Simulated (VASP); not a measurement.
# Sc2BS4 (Fd-3m) in VASP: single point with r2SCAN

Aim: the single point of Sc2BS4 with r2SCAN.

Program: VASP 6.6.1. These are calculated values, not measurements. Logs are shortened: lines on timing, memory, paths and dates and some standing lists are left out, and cuts for length are marked.

## 1. The cell of the first run

It takes space group Fd-3m (No. 227, cubic). The conventional cell has a = 10.288 Å, b = 10.288 Å, c = 10.288 Å, α = 90.00°, β = 90.00°, γ = 90.00°. Within 3.1 Å of S (site symmetry 3m) lie 1 B at 2.36 Å and 3 Sc at 2.50 Å. Sc (site symmetry -3m) has 6 S at 2.50 Å within 3.3 Å. B (site symmetry -43m) has 4 S at 2.36 Å within 3.1 Å.

## 2. Single point, r2SCAN

The input, POSCAR:

```
Sc2BS4
1.0
    0.0000000000      5.1441200000      5.1441200000
    5.1441200000      0.0000000000      5.1441200000
    5.1441200000      5.1441200000      0.0000000000
S Sc B
8 4 2
Direct
    0.2573700000      0.2573700000      0.2573700000
    0.2721100000      0.7426300000      0.7426300000
    0.2573700000      0.2573700000      0.7278900000
    0.7426300000      0.2721100000      0.7426300000
    0.7278900000      0.2573700000      0.2573700000
    0.7426300000      0.7426300000      0.7426300000
    0.2573700000      0.7278900000      0.2573700000
    0.7426300000      0.7426300000      0.2721100000
    0.5000000000      0.5000000000      0.5000000000
    0.0000000000      0.5000000000      0.5000000000
    0.5000000000      0.5000000000      0.0000000000
    0.5000000000      0.0000000000      0.5000000000
    0.1250000000      0.1250000000      0.1250000000
    0.8750000000      0.8750000000      0.8750000000
```

The input, INCAR.step1:

```
SYSTEM = Sc2BS4
PREC = Accurate ; ENCUT = 520
ISMEAR = -1 ; SIGMA = 0.0803
LREAL = .False. ; LASPH = .True.
NELM = 80 ; NBANDS = 62
GGA = PE ; ALGO = Normal
EDIFF = 1E-4 ; LWAVE = .True.
LCHARG = .False.
```

The input, INCAR.step2:

```
SYSTEM = Sc2BS4
PREC = Accurate ; ENCUT = 520
EDIFF = 1E-7 ; ISMEAR = -1
SIGMA = 0.0803 ; LREAL = .False.
LASPH = .True. ; NELM = 80
ALGO = Normal ; ISIF = 2
LWAVE = .False. ; LCHARG = .False.
METAGGA = R2SCAN ; LMIXTAU = .True.
NBANDS = 62 ; ISTART = 1
```

The input, KPOINTS:

```
regular mesh
0
Gamma
  6 6 6
  0 0 0
```

Potentials or basis: VASP PAW PBE potentials, release 64 (S, Sc_sv, B).

Started as:

```sh
cat potpaw_PBE.64/S/POTCAR potpaw_PBE.64/Sc_sv/POTCAR potpaw_PBE.64/B/POTCAR > POTCAR
cp INCAR.step1 INCAR
mpirun -np 1 vasp_std > vasp.out
cp INCAR.step2 INCAR
mpirun -np 1 vasp_std > vasp.out
```

OUTCAR:

```text
SYSTEM = Sc2BS4
   PREC = Accurate
   ENCUT = 520
   EDIFF = 1E-7
   ISMEAR = -1
   LREAL = .False.
   LASPH = .True.
   NELM = 80
   ISIF = 2
   METAGGA = R2SCAN
   ISTART = 1

 ion  position               nearest neighbor table
   1  0.257  0.257  0.257-  13 2.36  12 2.50  10 2.50  11 2.50
   2  0.272  0.743  0.743-  14 2.36   9 2.50  12 2.50  11 2.50
   3  0.257  0.257  0.728-  13 2.36   9 2.50  12 2.50  10 2.50
   4  0.743  0.272  0.743-  14 2.36   9 2.50  11 2.50  10 2.50
   5  0.728  0.257  0.257-  13 2.36   9 2.50  12 2.50  11 2.50
   6  0.743  0.743  0.743-  14 2.36  12 2.50  10 2.50  11 2.50
   7  0.257  0.728  0.257-  13 2.36   9 2.50  11 2.50  10 2.50
   8  0.743  0.743  0.272-  14 2.36   9 2.50  12 2.50  10 2.50
   9  0.500  0.500  0.500-   2 2.50   4 2.50   5 2.50   7 2.50   3 2.50   8 2.50
  10  0.000  0.500  0.500-   1 2.50   6 2.50   4 2.50   3 2.50   7 2.50   8 2.50
  11  0.500  0.500  0.000-   1 2.50   6 2.50   4 2.50   5 2.50   2 2.50   7 2.50
  12  0.500  0.000  0.500-   1 2.50   6 2.50   3 2.50   5 2.50   2 2.50   8 2.50
  13  0.125  0.125  0.125-   3 2.36   5 2.36   7 2.36   1 2.36
  14  0.875  0.875  0.875-   2 2.36   4 2.36   8 2.36   6 2.36

  LATTYP: Found a face centered cubic cell.
 ALAT       =    10.2882400000

  Lattice vectors:

 A1 = (   0.0000000000,   5.1441200000,   5.1441200000)
 A2 = (   5.1441200000,   0.0000000000,   5.1441200000)
 A3 = (   5.1441200000,   5.1441200000,   0.0000000000)

Analysis of symmetry for initial positions (statically):
=====================================================================
 Subroutine PRICEL returns:
 Original cell was already a primitive cell.

 Routine SETGRP: Setting up the symmetry group for a
 face centered cubic supercell.

 Subroutine GETGRP returns: Found 48 space group operations
 (whereof 12 operations were pure point group operations)
 out of a pool of 48 trial point group operations.

The static configuration has the point symmetry D_3d.
 The point group associated with its full space group is O_h .

Analysis of symmetry for dynamics (positions and initial velocities):
=====================================================================
 Subroutine PRICEL returns:
 Original cell was already a primitive cell.

 Routine SETGRP: Setting up the symmetry group for a
 face centered cubic supercell.

 Subroutine GETGRP returns: Found 48 space group operations
 (whereof 12 operations were pure point group operations)
 out of a pool of 48 trial point group operations.

The dynamic configuration has the point symmetry D_3d.
 The point group associated with its full space group is O_h .

 Subroutine INISYM returns: Found 48 space group operations
 (whereof 12 operations are pure point group operations),
 and found     1 'primitive' translations

----------------------------------------------------------------------------------------

                                     Primitive cell

  volume of cell :     272.2471

  direct lattice vectors                    reciprocal lattice vectors
     0.000000000  5.144120000  5.144120000    -0.097198355  0.097198355  0.097198355
     5.144120000  0.000000000  5.144120000     0.097198355 -0.097198355  0.097198355
     5.144120000  5.144120000  0.000000000     0.097198355  0.097198355 -0.097198355

  length of vectors
     7.274884270  7.274884270  7.274884270     0.168352489  0.168352489  0.168352489

  position of ions in fractional coordinates (direct lattice)
     0.257370000  0.257370000  0.257370000
     0.272110000  0.742630000  0.742630000
     0.257370000  0.257370000  0.727890000
     0.742630000  0.272110000  0.742630000
     0.727890000  0.257370000  0.257370000
     0.742630000  0.742630000  0.742630000
     0.257370000  0.727890000  0.257370000
     0.742630000  0.742630000  0.272110000
     0.500000000  0.500000000  0.500000000
     0.000000000  0.500000000  0.500000000
     0.500000000  0.500000000  0.000000000
     0.500000000  0.000000000  0.500000000
     0.125000000  0.125000000  0.125000000
     0.875000000  0.875000000  0.875000000

  ion indices of the primitive-cell ions
   primitive index   ion index
                 1           1
                 2           2
                 3           3
                 4           4
                 5           5
                 6           6
                 7           7
                 8           8
                 9           9
                10          10
                11          11
                12          12
                13          13
                14          14

----------------------------------------------------------------------------------------

 KPOINTS: regular mesh

Automatic generation of k-mesh.
 Grid dimensions read from file:
 generate k-points for:    6    6    6

 Generating k-lattice:

  Cartesian coordinates                     Fractional coordinates (reciprocal lattice)
    -0.016199726  0.016199726  0.016199726     0.166666667  0.000000000  0.000000000
     0.016199726 -0.016199726  0.016199726     0.000000000  0.166666667  0.000000000
     0.016199726  0.016199726 -0.016199726     0.000000000  0.000000000  0.166666667

  Length of vectors
     0.028058748  0.028058748  0.028058748

  Shift w.r.t. Gamma in fractional coordinates (k-lattice)
     0.000000000  0.000000000  0.000000000

 Subroutine IBZKPT returns following result:
 ===========================================

 Found     16 irreducible k-points:

 Following reciprocal coordinates:
            Coordinates               Weight
  0.000000  0.000000  0.000000      1.000000
  0.166667  0.000000  0.000000      8.000000
  0.333333  0.000000  0.000000      8.000000
  0.500000  0.000000  0.000000      4.000000
  0.166667  0.166667  0.000000      6.000000
  0.333333  0.166667  0.000000     24.000000
[... 8 lines left out ...]
 -0.333333  0.333333  0.166667     24.000000
 -0.333333  0.500000  0.166667     12.000000
   k-points           NKPTS =     16   k-points in BZ     NKDIM =     16   number of bands    NBANDS=     62
   number of dos      NEDOS =    301   number of ions     NIONS =     14
   total plane-waves  NPLWV = 157464
   dimension x,y,z NGX =    54 NGY =   54 NGZ =   54
   dimension x,y,z NGXF=   108 NGYF=  108 NGZF=  108
   ions per type =               8   4   2
   NGX,Y,Z   is equivalent  to a cutoff of  12.34, 12.34, 12.34 a.u.
   NGXF,Y,Z  is equivalent  to a cutoff of  24.68, 24.68, 24.68 a.u.
 SYSTEM =  Sc2BS4
   PREC   = accura    normal or accurate (medium, high low for compatibility)
   ISTART =      1    job   : 0-new  1-cont  2-samecut
   ICHARG =      0    charge: 1-file 2-atom 10-const
   ISPIN  =      1    spin polarized calculation?
   LNONCOLLINEAR =      F non collinear calculations
   LSORBIT =      F    spin-orbit coupling
   LASPH  =      T    aspherical Exc in radial PAW
   ENCUT  =  520.0 eV  38.22 Ry    6.18 a.u.  13.53 13.53 13.53*2*pi/ulx,y,z
   NELM   =     80;   NELMIN=  2; NELMDL=  0     # of ELM steps
   EDIFF  = 0.1E-06   stopping-criterion for ELM
   LREAL  =      F    real-space projection
   EDIFFG = 0.1E-05   stopping-criterion for IOM
   NSW    =      0    number of steps for IOM
   IBRION =     -1    ionic relax: 0-MD 1-quasi-New 2-CG
   NFREE  =      0    steps in history (QN), initial steepest desc. (CG)
   ISIF   =      2    stress and relaxation
   ISYM   =      2    0-nonsym 1-usesym 2-fastsym
   POTIM  = 0.5000    time-step for ionic-motion
   TEBEG  =    0.0;   TEEND  =   0.0 temperature during run
   PSTRESS=    0.0 pullay stress
   NELECT =      98.0000    total number of electrons
   NUPDOWN=      -1.0000    fix difference up-down
   EMIN   =  10.00;   EMAX   =-10.00  energy-range for DOS
   EFERMI =   0.00;   METHOD = LEGACY
   ISMEAR =    -1;   SIGMA  =   0.08  broadening in eV -4-tet -1-fermi 0-gaus
   EFERMI_NEDOS =   21; number of points for ismear=-14 and -15
   IALGO  =     38    algorithm
   IMIX   =      4    mixing-type and parameters
     AMIX     =   0.40;   BMIX     =  1.00
     AMIX_MAG =   1.60;   BMIX_MAG =  1.00
  volume/ion in A,a.u.               =      19.45       131.23
  Fermi-wavevector in a.u.,A,eV,Ry     =   1.164562  2.200702 18.452269  1.356204
  Thomas-Fermi vector in A             =   2.301098
   LORBIT       =      0    0 simple, 1 ext, 2 COOP (PROOUT), +10 PAW based schemes
   METAGGA = R2SCAN    functional components
   LHFCALC =     F    Hartree Fock is set to
   AEXX    =    0.0000 exact exchange contribution
   IVDW    =     0    specifies the selected vdW correction
   LEPSILON=     F    determine dielectric tensor
   LRPA    =     F    only Hartree local field effects (RPA)
 non-spin polarized calculation
  energy-cutoff  :      520.00
  volume of cell :      272.25
 maximum number of plane-waves:      7391
   NGX = 27   NGY = 27   NGZ = 27

 number of electron      97.9999987 magnetization

 Free energy of the ion-electron system (eV)
  ---------------------------------------------------
  ext. energy  EPLUGINS =         0.00000000
  ---------------------------------------------------
  free energy    TOTEN  =      -140.54341730 eV

  energy without entropy =     -140.47655974  energy(sigma->0) =     -140.50998852

 E-fermi :   4.5834     XC(G=0): -10.2346

 val. band max:        4.4884869770   @ k =   0.5000   0.3333   0.0000
 cond. band min:       4.6277759783   @ k =   0.3333   0.1667   0.0000
 fundamental gap:      0.1392890012
 Fermi energy:         4.5834374616

 k-point     1 :       0.0000    0.0000    0.0000
  band No.  band energies     occupation
      1     -47.2157      2.00000
      2     -47.2027      2.00000
      3     -47.2027      2.00000
      4     -47.2027      2.00000
      5     -25.0840      2.00000
      6     -24.9800      2.00000
[... 1013 lines left out ...]
     60       7.2854      0.00000
     61       7.4095      0.00000
 [bands above 61 left out]

------------------------ aborting loop because EDIFF is reached ----------------------------------------

  FORCE on cell =-STRESS in cart. coord.  units (eV):
  Direction    XX          YY          ZZ          XY          YZ          ZX
  --------------------------------------------------------------------------------------
  -------------------------------------------------------------------------------------
  Total        1.8996008      1.8996008      1.8996008     -0.0000000     -0.0000000      0.0000000
  in kB       11.1791723     11.1791723     11.1791723     -0.0000000     -0.0000000      0.0000000
  external PRESSURE =      11.1791723 kB  Pullay stress =       0.0000000 kB

 VOLUME and BASIS-vectors are now :
 -----------------------------------------------------------------------------
  energy-cutoff  :      520.00
  volume of cell :      272.25
      direct lattice vectors                 reciprocal lattice vectors
     0.000000000  5.144120000  5.144120000    -0.097198355  0.097198355  0.097198355
     5.144120000  0.000000000  5.144120000     0.097198355 -0.097198355  0.097198355
     5.144120000  5.144120000  0.000000000     0.097198355  0.097198355 -0.097198355

 POSITION                                       TOTAL-FORCE (eV/Angst)
 -----------------------------------------------------------------------------------
      2.64788      2.64788      2.64788        -1.476696     -1.476696     -1.476696
      7.64036      5.21994      5.21994         1.476696     -1.476696     -1.476696
      5.06830      5.06830      2.64788         1.476696      1.476696     -1.476696
      5.21994      7.64036      5.21994        -1.476696      1.476696     -1.476696
      2.64788      5.06830      5.06830        -1.476696      1.476696      1.476696
      7.64036      7.64036      7.64036         1.476696      1.476696      1.476696
      5.06830      2.64788      5.06830         1.476696     -1.476696      1.476696
      5.21994      5.21994      7.64036        -1.476696     -1.476696      1.476696
      5.14412      5.14412      5.14412        -0.000000      0.000000     -0.000000
      5.14412      2.57206      2.57206        -0.000000      0.000000     -0.000000
      2.57206      2.57206      5.14412        -0.000000      0.000000     -0.000000
      2.57206      5.14412      2.57206        -0.000000      0.000000     -0.000000
      1.28603      1.28603      1.28603        -0.000000      0.000000     -0.000000
      9.00221      9.00221      9.00221        -0.000000      0.000000     -0.000000
 -----------------------------------------------------------------------------------
    total drift:                                0.000000      0.000000      0.000000

  FREE ENERGIE OF THE ION-ELECTRON SYSTEM (eV)
  ---------------------------------------------------
  free  energy   TOTEN  =      -140.5434172962 eV

  energy  without entropy=     -140.4765597397  energy(sigma->0) =     -140.50998852
```

Run time: 21 min. Hardware: 1 thread of Intel Xeon Platinum 8488C (Sapphire Rapids), shared host; peak memory 0.53 GiB.

What came out:

```yaml
Free_energy: -140.5434 eV
Pressure: 1.1 GPa
Largest_force: 2.558 eV/Å
Band_gap_on_the_k_mesh: zero (bands 49 and 50 overlap by 0.98 eV)
```

Forces on the atoms (eV/Å):
```
S   -1.477 -1.477 -1.477
S    1.477 -1.477 -1.477
S    1.477  1.477 -1.477
S   -1.477  1.477 -1.477
S   -1.477  1.477  1.477
S    1.477  1.477  1.477
S    1.477 -1.477  1.477
S   -1.477 -1.477  1.477
Sc   0.000  0.000  0.000
Sc   0.000  0.000  0.000
Sc   0.000  0.000  0.000
Sc   0.000  0.000  0.000
B    0.000  0.000  0.000
B    0.000  0.000  0.000
```

Caveat: the PAW data sets were made with another functional, which shifts forces and pressure a little.

The gap in the log of VASP goes by the Fermi energy; the results here count the filled bands.